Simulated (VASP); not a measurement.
Set up this calculation in VASP 6.6.1, as the native input.

```
Task                   : single point
Functional             : PBEsol
Potentials or basis    : VASP PAW PBE potentials, release 64 (Cu)
Cutoff                 : 520 eV
k mesh                 : 13 × 18 × 5
Occupations            : gaussian, width 0.15 eV
Spin                   : no spin polarisation
Dipole correction      : no
Further INCAR settings : ALGO = Fast; EDIFF = 1e-07; NBANDS = 54
```

The structure of Cu lies in POSCAR:

```
Cu
1.0
    3.6150000000      0.0000000000      0.0000000000
    0.0000000000      1.8075000000     -1.8075000000
    0.0000000000      7.7603300859      7.7603300859
Cu
8
Direct
    0.0000000000      0.0000000000      0.8734325634
    0.5000000000      0.5000000000      0.0582288376
    0.0000000000      0.0000000000      0.1746865127
    0.5000000000      0.5000000000      0.2911441878
    0.0000000000      0.0000000000      0.4076018629
    0.5000000000      0.5000000000      0.5240595381
    0.0000000000      0.0000000000      0.6405172132
    0.5000000000      0.5000000000      0.7569748883
```

This cell differs from its parent crystal: the distance across one plane changed.

The input as run:

INCAR

```
SYSTEM = Cu
  PREC = Accurate
  ENCUT = 520
  EDIFF = 1E-7
  ISMEAR = 0
  SIGMA = 0.15
  LREAL = .FALSE.
  LASPH = .TRUE.
  NELM = 60
  ALGO = Fast
  ISIF = 2
  LWAVE = .FALSE.
  LCHARG = .TRUE.
  GGA = PS
  LELF = .TRUE.
  LVHAR = .TRUE.
  NBANDS = 54
```

KPOINTS

```
regular mesh
0
G
  13 18 5
  0 0 0
```

Potentials or basis: VASP PAW PBE potentials, release 64 (Cu).

Launch:

```bash
$ cat potpaw_PBE.64/Cu/POTCAR > POTCAR
$ mpirun -np 1 vasp_std > vasp.out
```

It gave:

| Property | Result |
| --- | --- |
| Pressure | -9.4 GPa |
| Largest force | 0.625 eV/Å |
| Band gap on the k mesh | zero (bands 44 and 45 overlap by 3.27 eV) |

Caveat: the cell differs from its parent crystal (the distance across one plane changed); the cell stands under tension; the PAW data sets were made with another functional, which shifts forces and pressure a little.

Wall time 20 min on 1 thread of Oxide Virtual Turin-like Processor, on a shared host, peak memory 0.74 GiB.
